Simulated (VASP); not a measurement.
# LiAlH3 (P4/mbm) in VASP: further runs, part 2 of 2

VASP 6.6.1. Earlier steps stand in the parts before.

## (3) Single point, PBE

This run uses another cell than the first one, of 12.96 Å³/atom.

Contents of INCAR:

```
SYSTEM = LiAlH3
PREC = Accurate ; ENCUT = 520
EDIFF = 1E-7 ; ISMEAR = 0
SIGMA = 0.1 ; LREAL = .FALSE.
LASPH = .TRUE. ; NELM = 60
ALGO = Normal ; ISIF = 2
LWAVE = .FALSE. ; LCHARG = .FALSE.
GGA = PE ; NBANDS = 20
```

Contents of KPOINTS:

```
regular mesh
0
G
  4 4 4
  0 0 0
```

Contents of POSCAR:

```
LiAlH3
1.0
    5.6802652100      0.0000000000      0.0000000000
    0.0000000000      5.6802652100      0.0000000000
    0.0000000000      0.0000000000      4.0165540500
Li Al H
2 2 6
Direct
    0.0000000000      0.5000000000      0.5000000000
    0.5000000000      0.0000000000      0.5000000000
    0.5000000000      0.5000000000      0.0000000000
    0.0000000000      0.0000000000      0.0000000000
    0.7911785600      0.2911785600      0.0000000000
    0.7088214400      0.7911785600      0.0000000000
    0.5000000000      0.5000000000      0.5000000000
    0.2088214400      0.7088214400      0.0000000000
    0.2911785600      0.2088214400      0.0000000000
    0.0000000000      0.0000000000      0.5000000000
```

Potentials or basis: VASP PAW PBE potentials, release 64 (Li_sv, Al, H).

Launch:

```console
> cat potpaw_PBE.64/Li_sv/POTCAR potpaw_PBE.64/Al/POTCAR potpaw_PBE.64/H/POTCAR > POTCAR
> mpirun -np 1 vasp_std > vasp.out
```

It took 65 s on 1 thread of Oxide Virtual Turin-like, shared host; peak memory 0.19 GiB.

The run converged. Its results:

```
Free energy            : -30.0150 eV
Largest force          : 0.009 eV/Å
Band gap on the k mesh : zero (bands 9 and 10 overlap by 3.15 eV)
```

Forces on the atoms (eV/Å):
```
Li   0.000  0.000  0.000
Li   0.000  0.000  0.000
Al   0.000  0.000  0.000
Al   0.000  0.000  0.000
H   -0.006 -0.006  0.000
H    0.006 -0.006  0.000
H    0.000  0.000  0.000
H    0.006  0.006  0.000
H   -0.006  0.006  0.000
H    0.000  0.000  0.000
```

Levels at points of the mesh, in eV from the Fermi level:
```
           k point  band 5  band 6  band 7  band 8  band 9  band 10  band 11  band 12
(0.00, 0.00, 0.00)   -5.48   -5.48   -3.27   -3.05    0.63     0.74     0.74     0.85
(0.50, 0.00, 0.00)   -4.63   -4.63   -3.90   -3.90    0.57     0.57     1.76     1.76
(0.50, 0.50, 0.00)   -6.06   -6.06   -2.74   -2.74    2.14     2.14     2.16     2.16
(0.00, 0.00, 0.50)   -5.10   -4.93   -4.93   -3.38   -3.04     0.70     0.70     1.21
(0.50, 0.00, 0.50)   -5.65   -5.65   -4.14   -4.14   -1.01    -1.01     1.39     1.39
(0.50, 0.50, 0.50)   -5.62   -5.62   -5.60   -5.60    0.16     0.16     1.22     1.22
```

Caveat: the k points lie up to 0.39 Å⁻¹ apart, too coarse for converged energies and pressures of a metal; the cutoff is under 1.25 times the usual one of these potentials, so pressure, stress and relaxed cells hold a basis-set (Pulay) error.

## (4) Single point, PBE

This run uses another cell than the first one, of 9.66 Å³/atom.

Contents of INCAR:

```
PREC = Accurate ; ENCUT = 520
EDIFF = 1E-7 ; ISMEAR = 0
SIGMA = 0.1 ; LREAL = False
LASPH = True ; NELM = 80
ALGO = Normal ; ISIF = 2
LWAVE = False ; LCHARG = False
GGA = PE ; NBANDS = 20
```

Contents of KPOINTS:

```
Automatic mesh
0
Gamma
  4 4 6
```

Contents of POSCAR:

```
LiAlH3
1.0
    5.1172125994      0.0000000000      0.0000000000
    0.0000000000      5.1172125994      0.0000000000
    0.0000000000      0.0000000000      3.6879559081
Li Al H
2 2 6
Direct
    0.0000000000      0.5000000000      0.5000000000
    0.5000000000      0.0000000000      0.5000000000
    0.5000000000      0.5000000000      0.0000000000
    0.0000000000      0.0000000000      0.0000000000
    0.8243706118      0.3243706118      0.0000000000
    0.6756293882      0.8243706118      0.0000000000
    0.5000000000      0.5000000000      0.5000000000
    0.1756293882      0.6756293882      0.0000000000
    0.3243706118      0.1756293882      0.0000000000
    0.0000000000      0.0000000000      0.5000000000
```

Potentials or basis: VASP PAW PBE potentials, release 64 (Li_sv, Al, H).

Launch:

```console
> cat potpaw_PBE.64/Li_sv/POTCAR potpaw_PBE.64/Al/POTCAR potpaw_PBE.64/H/POTCAR > POTCAR
> mpirun -np 1 vasp_std > vasp.out
```

OUTCAR:

```text
PREC = Accurate
   ENCUT = 520
   EDIFF = 1E-7
   ISMEAR = 0
   LREAL = False
   LASPH = True
   NELM = 80
   ISIF = 2
   GGA = PE

 ion  position               nearest neighbor table
   1  0.000  0.500  0.500-
   2  0.500  0.000  0.500-
   3  0.500  0.500  0.000-   7 1.84   7 1.84   5 1.89   8 1.89   9 1.89   6 1.89
   4  0.000  0.000  0.000-  10 1.84  10 1.84   8 1.89   9 1.89   5 1.89   6 1.89
   5  0.824  0.324  0.000-   3 1.89   4 1.89
   6  0.676  0.824  0.000-   3 1.89   4 1.89
[... 772 lines left out ...]
  Total       -0.1936809     -0.1936809      0.0034706      0.0000000      0.0000000      0.0000000
  in kB       -3.2132517     -3.2132517      0.0575793      0.0000000      0.0000000      0.0000000
  external PRESSURE =      -2.1229747 kB  Pullay stress =       0.0000000 kB

 VOLUME and BASIS-vectors are now :
 -----------------------------------------------------------------------------
  energy-cutoff  :      520.00
  volume of cell :       96.57
      direct lattice vectors                 reciprocal lattice vectors
     5.117212599  0.000000000  0.000000000     0.195418889  0.000000000  0.000000000
     0.000000000  5.117212599  0.000000000     0.000000000  0.195418889  0.000000000
     0.000000000  0.000000000  3.687955908     0.000000000  0.000000000  0.271152916

 POSITION                                       TOTAL-FORCE (eV/Angst)
 -----------------------------------------------------------------------------------
      0.00000      2.55861      1.84398         0.000000      0.000000      0.000000
      2.55861      0.00000      1.84398         0.000000      0.000000      0.000000
      2.55861      2.55861      0.00000         0.000000      0.000000      0.000000
      0.00000      0.00000      0.00000         0.000000      0.000000      0.000000
      4.21848      1.65987      0.00000        -0.001965     -0.001965      0.000000
      3.45734      4.21848      0.00000         0.001965     -0.001965      0.000000
      2.55861      2.55861      1.84398         0.000000      0.000000      0.000000
      0.89873      3.45734      0.00000         0.001965      0.001965     -0.000000
      1.65987      0.89873      0.00000        -0.001965      0.001965     -0.000000
      0.00000      0.00000      1.84398         0.000000      0.000000      0.000000
 -----------------------------------------------------------------------------------
    total drift:                                0.000000      0.000000     -0.000000

  FREE ENERGIE OF THE ION-ELECTRON SYSTEM (eV)
  ---------------------------------------------------
  free  energy   TOTEN  =       -30.7079882653 eV

  energy  without entropy=      -30.6780124539  energy(sigma->0) =      -30.69300036
```

stdout:

```text
POSCAR found type information on POSCAR LiAlH
 POSCAR found :  3 types and      10 ions
 scaLAPACK will be used
 LDA part: xc-table for (Slater+PW92), standard interpolation
 POSCAR, INCAR and KPOINTS ok, starting setup
 FFT: planning ... GRIDC
 FFT: planning ... GRID_SOFT
 FFT: planning ... GRID
 WAVECAR not read
 entering main loop
```

Wall time 78 s (1 thread of Oxide Virtual Turin-like, shared host); peak memory 0.18 GiB.

What came out:

```yaml
Free_energy: -30.7080 eV
Band_gap_on_the_k_mesh: zero (bands 9 and 10 overlap by 3.45 eV)
```

Forces in eV/Å, atoms in the order of the input:
```
Li   0.000  0.000  0.000
Li   0.000  0.000  0.000
Al   0.000  0.000  0.000
Al   0.000  0.000  0.000
H   -0.002 -0.002  0.000
H    0.002 -0.002  0.000
H    0.000  0.000  0.000
H    0.002  0.002  0.000
H   -0.002  0.002  0.000
H    0.000  0.000  0.000
```

Caveat: the cutoff is under 1.25 times the usual one of these potentials, so pressure, stress and relaxed cells hold a basis-set (Pulay) error.

## (5) Single point, PBE

This run uses another cell than the first one, of 9.68 Å³/atom.

Contents of INCAR:

```
SYSTEM = LiAlH3
  ALGO = Fast
  EDIFF = 1E-6
  ENCUT = 520
  GGA = PE
  ISIF = 2
  ISMEAR = 0
  LASPH = .TRUE.
  LCHARG = .FALSE.
  LREAL = .FALSE.
  LWAVE = .FALSE.
  NBANDS = 20
  NELM = 100
  PREC = Accurate
  SIGMA = 0.1
```

Contents of KPOINTS:

```
k-points
0
G
  8 8 10
  0 0 0
```

Contents of POSCAR:

```
LiAlH3
1.0
    5.1302870895      0.0000000000      0.0000000000
    0.0000000000      5.1302870895      0.0000000000
    0.0000000000      0.0000000000      3.6789939886
Li Al H
2 2 6
Direct
    0.0000000000      0.5000000000      0.5000000000
    0.5000000000      0.0000000000      0.5000000000
    0.5000000000      0.5000000000      0.0000000000
    0.0000000000      0.0000000000      0.0000000000
    0.8235675390      0.3235675390      0.0000000000
    0.6764324610      0.8235675390      0.0000000000
    0.5000000000      0.5000000000      0.5000000000
    0.1764324610      0.6764324610      0.0000000000
    0.3235675390      0.1764324610      0.0000000000
    0.0000000000      0.0000000000      0.5000000000
```

Launch:

```console
> cat potpaw_PBE.64/Li_sv/POTCAR potpaw_PBE.64/Al/POTCAR potpaw_PBE.64/H/POTCAR > POTCAR
> mpirun -np 1 vasp_std > vasp.out
```

Run time: 6.3 min. Hardware: 1 thread of Oxide Virtual Turin-like, shared host; peak memory 0.26 GiB.

The run converged. Its results:

| Item | Value |
| --- | --- |
| Free energy | -30.8007 eV |
| Band gap on the k mesh | zero (bands 9 and 10 overlap by 3.47 eV) |

Levels at points of the mesh, in eV from the Fermi level:
| k point | band 5 | band 6 | band 7 | band 8 | band 9 | band 10 | band 11 | band 12 | band 13 | band 14 |
| --- | --- | --- | --- | --- | --- | --- | --- | --- | --- | --- |
| (0.00, 0.00, 0.00) | -6.52 | -6.52 | -4.58 | -3.92 | 0.39 | 0.39 | 0.56 | 1.09 | 2.47 | 3.74 |
| (0.50, 0.00, 0.00) | -5.67 | -5.67 | -4.76 | -4.76 | 0.71 | 0.71 | 1.78 | 1.78 | 2.67 | 2.67 |
| (0.50, 0.50, 0.00) | -7.58 | -7.58 | -3.25 | -3.25 | 2.43 | 2.43 | 2.70 | 2.70 | 3.38 | 3.38 |
| (0.00, 0.00, 0.50) | -6.16 | -5.73 | -5.73 | -4.42 | -3.06 | 0.06 | 0.06 | 1.75 | 2.20 | 2.20 |
| (0.50, 0.00, 0.50) | -6.97 | -6.97 | -4.95 | -4.95 | -0.90 | -0.90 | 1.37 | 1.37 | 1.42 | 1.42 |
| (0.50, 0.50, 0.50) | -7.08 | -7.08 | -6.94 | -6.94 | -0.32 | -0.32 | 1.80 | 1.80 | 4.01 | 4.01 |

Caveat: the cutoff is under 1.25 times the usual one of these potentials, so pressure, stress and relaxed cells hold a basis-set (Pulay) error.

## (6) The runs side by side

```csv
cell,k mesh,gap on the mesh (eV),largest force (eV/Å)
"a = 5.139, b = 5.139, c = 3.686 Å, 10 atoms, atomic positions A",4 × 4 × 4,none,0.02
"a = 5.680, b = 5.680, c = 4.017 Å, 10 atoms, atomic positions B",4 × 4 × 4,none,0.01
"a = 5.117, b = 5.117, c = 3.688 Å, 10 atoms, atomic positions C",4 × 4 × 6,none,-
"a = 5.130, b = 5.130, c = 3.679 Å, 10 atoms, atomic positions D",8 × 8 × 10,none,-
```

Alike in all rows: task single point; level PBE; potentials or basis VASP PAW PBE potentials, release 64 (Li_sv, Al, H); no spin polarisation; cutoff (eV) 520; smearing gaussian 0.1 eV.

Caveats: some runs use coarse meshes; the cutoff is under 1.25 times the usual one of these potentials, so pressure, stress and relaxed cells hold a basis-set (Pulay) error.

Total energies depend on the potentials used, so only differences within one code and one set of settings carry meaning.
